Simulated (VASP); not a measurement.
# Bi (P2_1/m) in VASP: a series of runs

The runs below take Bi through single point, with PBE.

All numbers are computed with VASP 6.6.1; they aren't measurements. Logs are shortened: lines on timing, memory, paths and dates and some standing lists are left out, and cuts for length are marked.

### Step 1. The cell of the first run

It takes space group P2_1/m (No. 11, monoclinic). Conventional cell: a = 4.563 Å, b = 4.434 Å, c = 6.388 Å, α = 90.00°, β = 93.04°, γ = 90.00°. Bi (site symmetry m) has 6 Bi at 3.18 to 3.20 Å within 4.2 Å. Bi (site symmetry m) has 6 Bi at 3.18 to 3.20 Å within 4.2 Å.

### Step 2. Single point, PBE

Contents of INCAR:

```
PREC = Accurate
ENCUT = 520
EDIFF = 1E-6
ISMEAR = -1
SIGMA = 0.05
LREAL = F
LASPH = T
NELM = 80
ALGO = Fast
ISIF = 2
LWAVE = F
LCHARG = F
GGA = PE
NBANDS = 38
```

Contents of KPOINTS:

```
Automatic mesh
0
Gamma
  6 6 4
```

Contents of POSCAR:

```
Bi
1.0
    4.5633158640      0.0000000000      0.0000000000
    0.0000000000      4.4339873756      0.0000000000
   -0.3389107918      0.0000000000      6.3790138673
Bi
4
Direct
    0.2513749200      0.2500000000      0.7487333800
    0.7486250800      0.7500000000      0.2512666200
    0.2498876900      0.2500000000      0.2488803300
    0.7501123100      0.7500000000      0.7511196700
```

Potentials or basis: VASP PAW PBE potentials, release 64 (Bi_d).

The run is started by

```
$ cat potpaw_PBE.64/Bi_d/POTCAR > POTCAR
$ mpirun -np 1 vasp_std > vasp.out
```

OUTCAR:

```text
PREC = Accurate
   ENCUT = 520
   EDIFF = 1E-6
   ISMEAR = -1
   LREAL = F
   LASPH = T
   NELM = 80
   ISIF = 2
   GGA = PE

 ion  position               nearest neighbor table
   1  0.251  0.250  0.749-   4 3.18   4 3.18   4 3.19   4 3.19   3 3.19   3 3.20
   2  0.749  0.750  0.251-   3 3.18   3 3.18   3 3.19   3 3.19   4 3.19   4 3.20
   3  0.250  0.250  0.249-   2 3.18   2 3.18   2 3.19   2 3.19   1 3.19   1 3.20
   4  0.750  0.750  0.751-   1 3.18   1 3.18   1 3.19   1 3.19   2 3.19   2 3.20

  LATTYP: Found a simple monoclinic cell.
 ALAT       =     4.5633158640
 B/A-ratio  =     0.9716590978
 C/A-ratio  =     1.3998615729
 COS(beta)  =    -0.0530542006

  Lattice vectors:

 A1 = (   4.5633158640,   0.0000000000,   0.0000000000)
 A2 = (   0.0000000000,   4.4339873756,   0.0000000000)
 A3 = (  -0.3389107918,   0.0000000000,   6.3790138673)

Analysis of symmetry for initial positions (statically):
=====================================================================
 Subroutine PRICEL returns:
 Original cell was already a primitive cell.

 Routine SETGRP: Setting up the symmetry group for a
 simple monoclinic supercell.

 Subroutine GETGRP returns: Found  4 space group operations
 (whereof  2 operations were pure point group operations)
 out of a pool of  4 trial point group operations.

The static configuration has the point symmetry S_2 .
 The point group associated with its full space group is C_2h.

Analysis of symmetry for dynamics (positions and initial velocities):
=====================================================================
 Subroutine PRICEL returns:
 Original cell was already a primitive cell.

 Routine SETGRP: Setting up the symmetry group for a
 simple monoclinic supercell.

 Subroutine GETGRP returns: Found  4 space group operations
 (whereof  2 operations were pure point group operations)
 out of a pool of  4 trial point group operations.

The dynamic configuration has the point symmetry S_2 .
 The point group associated with its full space group is C_2h.

 Subroutine INISYM returns: Found  4 space group operations
 (whereof  2 operations are pure point group operations),
 and found     1 'primitive' translations

----------------------------------------------------------------------------------------

                                     Primitive cell

  volume of cell :     129.0710

  direct lattice vectors                    reciprocal lattice vectors
     4.563315864  0.000000000  0.000000000     0.219138896  0.000000000  0.011642636
     0.000000000  4.433987376  0.000000000     0.000000000  0.225530638  0.000000000
    -0.338910792  0.000000000  6.379013867     0.000000000  0.000000000  0.156764042

  length of vectors
     4.563315864  4.433987376  6.388010523     0.219447959  0.225530638  0.156764042

  position of ions in fractional coordinates (direct lattice)
     0.251374920  0.250000000  0.748733380
     0.748625080  0.750000000  0.251266620
     0.249887690  0.250000000  0.248880330
     0.750112310  0.750000000  0.751119670

  ion indices of the primitive-cell ions
   primitive index   ion index
                 1           1
                 2           2
                 3           3
                 4           4

----------------------------------------------------------------------------------------

 KPOINTS: Automatic mesh

Automatic generation of k-mesh.
 Grid dimensions read from file:
 generate k-points for:    6    6    4

 Generating k-lattice:

  Cartesian coordinates                     Fractional coordinates (reciprocal lattice)
     0.036523149  0.000000000  0.001940439     0.166666667  0.000000000  0.000000000
     0.000000000  0.037588440  0.000000000     0.000000000  0.166666667  0.000000000
     0.000000000  0.000000000  0.039191011     0.000000000  0.000000000  0.250000000

  Length of vectors
     0.036574660  0.037588440  0.039191011

  Shift w.r.t. Gamma in fractional coordinates (k-lattice)
     0.000000000  0.000000000  0.000000000

 Subroutine IBZKPT returns following result:
 ===========================================

 Found     56 irreducible k-points:

 Following reciprocal coordinates:
            Coordinates               Weight
  0.000000  0.000000  0.000000      1.000000
  0.166667  0.000000  0.000000      2.000000
  0.333333  0.000000  0.000000      2.000000
  0.500000  0.000000 -0.000000      1.000000
  0.000000  0.166667  0.000000      2.000000
  0.166667  0.166667  0.000000      4.000000
[... 16 lines left out ...]
  0.000000  0.166667  0.250000      4.000000
  0.166667  0.166667  0.250000      4.000000
 [... further k-points ...]
   k-points           NKPTS =     56   k-points in BZ     NKDIM =     56   number of bands    NBANDS=     38
   number of dos      NEDOS =    301   number of ions     NIONS =      4
   total plane-waves  NPLWV =  62208
   dimension x,y,z NGX =    36 NGY =   36 NGZ =   48
   dimension x,y,z NGXF=    72 NGYF=   72 NGZF=   96
   ions per type =               4
   NGX,Y,Z   is equivalent  to a cutoff of  13.12, 13.50, 12.49 a.u.
   NGXF,Y,Z  is equivalent  to a cutoff of  26.23, 27.00, 24.98 a.u.
 SYSTEM =  unknown system
   PREC   = accura    normal or accurate (medium, high low for compatibility)
   ISTART =      0    job   : 0-new  1-cont  2-samecut
   ICHARG =      2    charge: 1-file 2-atom 10-const
   ISPIN  =      1    spin polarized calculation?
   LNONCOLLINEAR =      F non collinear calculations
   LSORBIT =      F    spin-orbit coupling
   LASPH  =      T    aspherical Exc in radial PAW
   ENCUT  =  520.0 eV  38.22 Ry    6.18 a.u.   8.48  8.24 11.88*2*pi/ulx,y,z
   NELM   =     80;   NELMIN=  2; NELMDL= -5     # of ELM steps
   EDIFF  = 0.1E-05   stopping-criterion for ELM
   LREAL  =      F    real-space projection
   EDIFFG = 0.1E-04   stopping-criterion for IOM
   NSW    =      0    number of steps for IOM
   IBRION =     -1    ionic relax: 0-MD 1-quasi-New 2-CG
   NFREE  =      0    steps in history (QN), initial steepest desc. (CG)
   ISIF   =      2    stress and relaxation
   ISYM   =      2    0-nonsym 1-usesym 2-fastsym
   POTIM  = 0.5000    time-step for ionic-motion
   TEBEG  =    0.0;   TEEND  =   0.0 temperature during run
   PSTRESS=    0.0 pullay stress
   NELECT =      60.0000    total number of electrons
   NUPDOWN=      -1.0000    fix difference up-down
   EMIN   =  10.00;   EMAX   =-10.00  energy-range for DOS
   EFERMI =   0.00;   METHOD = LEGACY
   ISMEAR =    -1;   SIGMA  =   0.05  broadening in eV -4-tet -1-fermi 0-gaus
   EFERMI_NEDOS =   21; number of points for ismear=-14 and -15
   IALGO  =     68    algorithm
   IMIX   =      4    mixing-type and parameters
     AMIX     =   0.40;   BMIX     =  1.00
     AMIX_MAG =   1.60;   BMIX_MAG =  1.00
  volume/ion in A,a.u.               =      32.27       217.75
  Fermi-wavevector in a.u.,A,eV,Ry     =   1.268184  2.396521 21.882136  1.608292
  Thomas-Fermi vector in A             =   2.401293
   LORBIT       =      0    0 simple, 1 ext, 2 COOP (PROOUT), +10 PAW based schemes
   GGA     = PE    functional components
   LHFCALC =     F    Hartree Fock is set to
   AEXX    =    0.0000 exact exchange contribution
   IVDW    =     0    specifies the selected vdW correction
   LEPSILON=     F    determine dielectric tensor
   LRPA    =     F    only Hartree local field effects (RPA)
 non-spin polarized calculation
 RMM-DIIS sequential band-by-band and
  energy-cutoff  :      520.00
  volume of cell :      129.07
 maximum number of plane-waves:      3516
 NGX is ok and might be reduce to    36
   NGX = 17   NGY = 17   NGZ = 23

 number of electron      60.0000014 magnetization

 Free energy of the ion-electron system (eV)
  ---------------------------------------------------
  ext. energy  EPLUGINS =         0.00000000
  ---------------------------------------------------
  free energy    TOTEN  =       -15.18269433 eV

  energy without entropy =      -15.15973779  energy(sigma->0) =      -15.17121606

 E-fermi :   7.3656     XC(G=0):  -9.9782

 val. band max:        7.3613337859   @ k =  -0.1667   0.3333   0.2500
 cond. band min:       7.4304700989   @ k =   0.1667   0.1667   0.0000
 fundamental gap:      0.0691363130
 Fermi energy:         7.3656076944

 k-point     1 :       0.0000    0.0000    0.0000
  band No.  band energies     occupation
      1     -15.7249      2.00000
      2     -15.7113      2.00000
      3     -15.7085      2.00000
      4     -15.5659      2.00000
      5     -15.5529      2.00000
      6     -15.5408      2.00000
[... 30 lines left out ...]
     37      12.8649      0.00000
     38      12.9536      0.00000

 k-point     2 :       0.1667    0.0000    0.0000
  band No.  band energies     occupation
      1     -15.6988      2.00000
      2     -15.6914      2.00000
      3     -15.6755      2.00000
      4     -15.5538      2.00000
      5     -15.5457      2.00000
      6     -15.5405      2.00000
[... 30 lines left out ...]
     37      12.1499      0.00000
     38      13.0850      0.00000

 k-point     3 :       0.3333    0.0000    0.0000
  band No.  band energies     occupation
      1     -15.6654      2.00000
      2     -15.5979      2.00000
      3     -15.5836      2.00000
      4     -15.5803      2.00000
      5     -15.5171      2.00000
      6     -15.5093      2.00000
[... 30 lines left out ...]
     37      12.5515      0.00000
     38      13.5024      0.00000

 k-point     4 :       0.5000    0.0000   -0.0000
  band No.  band energies     occupation
      1     -15.6233      2.00000
      2     -15.6201      2.00000
      3     -15.4883      2.00000
      4     -15.4866      2.00000
      5     -15.4834      2.00000
      6     -15.4802      2.00000
[... 30 lines left out ...]
     37      13.1446      0.00000
     38      13.1604      0.00000
[... 703 lines left out ...]
      4     -15.5464      2.00000
      5     -15.5364      2.00000
      6     -15.5170      2.00000
[... 30 lines left out ...]
     37      11.9564      0.00000
     38      12.2137      0.00000

 k-point    23 :       0.0000    0.1667    0.2500
  band No.  band energies     occupation
      1     -15.6894      2.00000
      2     -15.6781      2.00000
      3     -15.6524      2.00000
      4     -15.5453      2.00000
      5     -15.5355      2.00000
      6     -15.5167      2.00000
[... 30 lines left out ...]
     37      12.2758      0.00000
     38      12.3177      0.00000

 k-point    24 :       0.1667    0.1667    0.2500
  band No.  band energies     occupation
      1     -15.6862      2.00000
      2     -15.6559      2.00000
      3     -15.6156      2.00000
      4     -15.5300      2.00000
      5     -15.5279      2.00000
      6     -15.5193      2.00000
[... 30 lines left out ...]
     37      12.2186      0.00000
     38      12.6961      0.00000

 [... further k-points ...]

------------------------ aborting loop because EDIFF is reached ----------------------------------------

  FORCE on cell =-STRESS in cart. coord.  units (eV):
  Direction    XX          YY          ZZ          XY          YZ          ZX
  --------------------------------------------------------------------------------------
  -------------------------------------------------------------------------------------
  Total        3.2999239      3.7113754      4.5897721      0.0000000      0.0000000      0.1122152
  in kB       40.9624545     46.0698644     56.9735363      0.0000000      0.0000000      1.3929449
  external PRESSURE =      48.0019517 kB  Pullay stress =       0.0000000 kB

 VOLUME and BASIS-vectors are now :
 -----------------------------------------------------------------------------
  energy-cutoff  :      520.00
  volume of cell :      129.07
      direct lattice vectors                 reciprocal lattice vectors
     4.563315864  0.000000000  0.000000000     0.219138896  0.000000000  0.011642636
     0.000000000  4.433987376  0.000000000     0.000000000  0.225530638  0.000000000
    -0.338910792  0.000000000  6.379013867     0.000000000  0.000000000  0.156764042

 POSITION                                       TOTAL-FORCE (eV/Angst)
 -----------------------------------------------------------------------------------
      0.89335      1.10850      4.77618        -0.010468     -0.000000     -0.000765
      3.33106      3.32549      1.60283         0.010468     -0.000000      0.000765
      1.05597      1.10850      1.58761        -0.011451      0.000000     -0.002656
      3.16844      3.32549      4.79140         0.011451     -0.000000      0.002656
 -----------------------------------------------------------------------------------
    total drift:                                0.000000      0.000000      0.000000

  FREE ENERGIE OF THE ION-ELECTRON SYSTEM (eV)
  ---------------------------------------------------
  free  energy   TOTEN  =       -15.1826943278 eV

  energy  without entropy=      -15.1597377850  energy(sigma->0) =      -15.17121606
```

Wall time 3 min (1 thread of AMD EPYC 9R45 (Zen 5), shared host); peak memory 0.32 GiB.

Results:

| Item | Value |
| --- | --- |
| Free energy | -15.1827 eV |
| Pressure | 4.8 GPa |
| Largest force | 0.012 eV/Å |
| Band gap on the k mesh | zero (bands 30 and 31 overlap by 0.39 eV) |

Forces in eV/Å, atoms in the order of the input:
```
Bi  -0.010  0.000 -0.001
Bi   0.010  0.000  0.001
Bi  -0.011  0.000 -0.003
Bi   0.011  0.000  0.003
```

Stress tensor (GPa, compression positive):
```
4.10 0.00 0.14
0.00 4.61 0.00
0.14 0.00 5.70
```

Caveat: the cell stands under pressure; spin-orbit coupling is left out, which moves the levels of the heavy elements.

### Step 3. Single point, PBE

This run uses another cell than the first one, of 32.95 Å³/atom.

Contents of INCAR:

```
SYSTEM = Bi
PREC = Accurate
ENCUT = 520
EDIFF = 1E-6
ISMEAR = -1
SIGMA = 0.05
LREAL = .FALSE.
LASPH = .TRUE.
NELM = 100
ALGO = Fast
ISIF = 2
LWAVE = .FALSE.
LCHARG = .FALSE.
GGA = PE
NBANDS = 38
```

Contents of KPOINTS:

```
Automatic mesh
0
G
  6 6 4
  0 0 0
```

Contents of POSCAR:

```
Bi
1.0
    4.5954529501      0.0000000000      0.0000000000
    0.0000000000      4.4652136676      0.0000000000
   -0.3412975661      0.0000000000      6.4239379803
Bi
4
Direct
    0.2513749200      0.2500000000      0.7487333800
    0.7486250800      0.7500000000      0.2512666200
    0.2498876900      0.2500000000      0.2488803300
    0.7501123100      0.7500000000      0.7511196700
```

Potentials or basis: VASP PAW PBE potentials, release 64 (Bi_d).

The run is started by

```
$ cat potpaw_PBE.64/Bi_d/POTCAR > POTCAR
$ mpirun -np 1 vasp_std > vasp.out
```

Wall time 3 min (1 thread of AMD EPYC 9R45 (Zen 5), shared host); peak memory 0.33 GiB.

Results (log left out):

```
Free energy            : -15.2535 eV
Pressure               : 3.4 GPa
Largest force          : 0.008 eV/Å
Band gap on the k mesh : zero (bands 30 and 31 overlap by 0.37 eV)
```

Forces on the atoms (eV/Å):
```
Bi  -0.007  0.000 -0.001
Bi   0.007  0.000  0.001
Bi  -0.008  0.000 -0.001
Bi   0.008  0.000  0.001
```

Stress tensor (GPa, compression positive):
```
2.68 0.00 0.17
0.00 3.23 0.00
0.17 0.00 4.29
```

Levels at points of the mesh, in eV from the Fermi level:
```csv
k point,band 26,band 27,band 28,band 29,band 30,band 31,band 32,band 33,band 34,band 35
"(0.00, 0.00, 0.00)",-3.42,-3.12,-1.82,-1.29,-1.18,2.64,3.13,3.23,3.40,4.97
"(0.50, 0.00, 0.00)",-3.62,-0.99,-0.98,-0.93,-0.89,0.99,1.04,1.16,1.16,4.79
"(0.00, 0.50, 0.00)",-3.59,-1.23,-1.23,-1.10,-1.10,0.79,0.79,0.89,0.89,4.93
"(0.50, 0.50, 0.00)",-5.23,-3.48,-3.48,-3.07,-3.07,2.64,2.64,5.11,5.11,5.31
"(0.00, 0.00, 0.50)",-2.65,-2.35,-2.34,-1.92,-1.91,2.15,2.16,3.42,3.42,4.04
"(0.50, 0.00, 0.50)",-0.61,-0.25,-0.25,-0.22,-0.22,-0.06,-0.06,-0.01,-0.01,0.01
"(0.00, 0.50, 0.50)",-0.56,-0.56,-0.56,-0.24,-0.24,-0.23,-0.23,-0.16,-0.16,-0.15
"(0.50, 0.50, 0.50)",-4.44,-4.44,-4.44,0.14,0.14,0.15,0.15,5.38,5.38,5.39
```

Caveat: the cell stands under pressure; spin-orbit coupling is left out, which moves the levels of the heavy elements.

### Step 4. Single point, PBE

This run uses another cell than the first one, of 33.64 Å³/atom.

Changes to INCAR since step 3:

```diff
@@ -8,3 +8,3 @@
 LASPH = .TRUE.
-NELM = 100
+NELM = 60
 ALGO = Fast
```

KPOINTS is that of step 3.

Contents of POSCAR:

```
Bi
1.0
    4.6271467306      0.0000000000      0.0000000000
    0.0000000000      4.4960092178      0.0000000000
   -0.3436514168      0.0000000000      6.4682424009
Bi
4
Direct
    0.2513749200      0.2500000000      0.7487333800
    0.7486250800      0.7500000000      0.2512666200
    0.2498876900      0.2500000000      0.2488803300
    0.7501123100      0.7500000000      0.7511196700
```

The run is started by

```
$ cat potpaw_PBE.64/Bi_d/POTCAR > POTCAR
$ mpirun -np 1 vasp_std > vasp.out
```

Run time: 2.8 min. Hardware: 1 thread of AMD EPYC 9R45 (Zen 5), shared host; peak memory 0.33 GiB.

It converged, with:

```
Free energy            : -15.3021 eV
Pressure               : 2.2 GPa
Largest force          : 0.005 eV/Å
Band gap on the k mesh : zero (bands 30 and 31 overlap by 0.35 eV)
```

Forces in eV/Å, atoms in the order of the input:
```
Bi  -0.004  0.000 -0.001
Bi   0.004  0.000  0.001
Bi  -0.005  0.000  0.000
Bi   0.005  0.000  0.000
```

Stress tensor (GPa, compression positive):
```
1.45 0.00 0.20
0.00 2.03 0.00
0.20 0.00 3.05
```

Levels at points of the mesh, in eV from the Fermi level:
| k point | band 26 | band 27 | band 28 | band 29 | band 30 | band 31 | band 32 | band 33 | band 34 | band 35 |
| --- | --- | --- | --- | --- | --- | --- | --- | --- | --- | --- |
| (0.00, 0.00, 0.00) | -3.33 | -3.03 | -1.77 | -1.26 | -1.15 | 2.70 | 3.09 | 3.18 | 3.36 | 4.97 |
| (0.50, 0.00, 0.00) | -3.53 | -0.98 | -0.97 | -0.89 | -0.85 | 0.97 | 1.02 | 1.11 | 1.11 | 4.70 |
| (0.00, 0.50, 0.00) | -3.49 | -1.20 | -1.20 | -1.06 | -1.06 | 0.77 | 0.77 | 0.85 | 0.85 | 4.83 |
| (0.50, 0.50, 0.00) | -5.10 | -3.39 | -3.39 | -2.99 | -2.99 | 2.69 | 2.69 | 5.00 | 5.00 | 5.20 |
| (0.00, 0.00, 0.50) | -2.58 | -2.28 | -2.28 | -1.87 | -1.86 | 2.08 | 2.09 | 3.46 | 3.47 | 3.97 |
| (0.50, 0.00, 0.50) | -0.60 | -0.25 | -0.24 | -0.20 | -0.20 | -0.08 | -0.08 | 0.00 | 0.00 | 0.02 |
| (0.00, 0.50, 0.50) | -0.55 | -0.54 | -0.54 | -0.23 | -0.23 | -0.22 | -0.22 | -0.15 | -0.15 | -0.14 |
| (0.50, 0.50, 0.50) | -4.33 | -4.32 | -4.32 | 0.13 | 0.13 | 0.14 | 0.14 | 5.39 | 5.39 | 5.40 |

Caveat: spin-orbit coupling is left out, which moves the levels of the heavy elements.

### Step 5. Overview

```tsv
cell	gap on the mesh (eV)	pressure (GPa)	largest force (eV/Å)
a = 4.563, b = 4.434, c = 6.388 Å, angles 90.0, 93.0, 90.0°, 4 atoms	none	4.8	0.01
a = 4.595, b = 4.465, c = 6.433 Å, angles 90.0, 93.0, 90.0°, 4 atoms	none	3.4	0.01
a = 4.627, b = 4.496, c = 6.477 Å, angles 90.0, 93.0, 90.0°, 4 atoms	none	2.2	0.01
```

Alike in all rows: task single point; level PBE; potentials or basis VASP PAW PBE potentials, release 64 (Bi_d); no spin polarisation; k mesh 6 × 6 × 4; cutoff (eV) 520; smearing fermi-dirac 0.05 eV.

Caveats: spin-orbit coupling is left out, which moves the levels of the heavy elements; the cell stands under pressure (at least some runs).

Absolute energies hang on the potentials; compare differences alone.
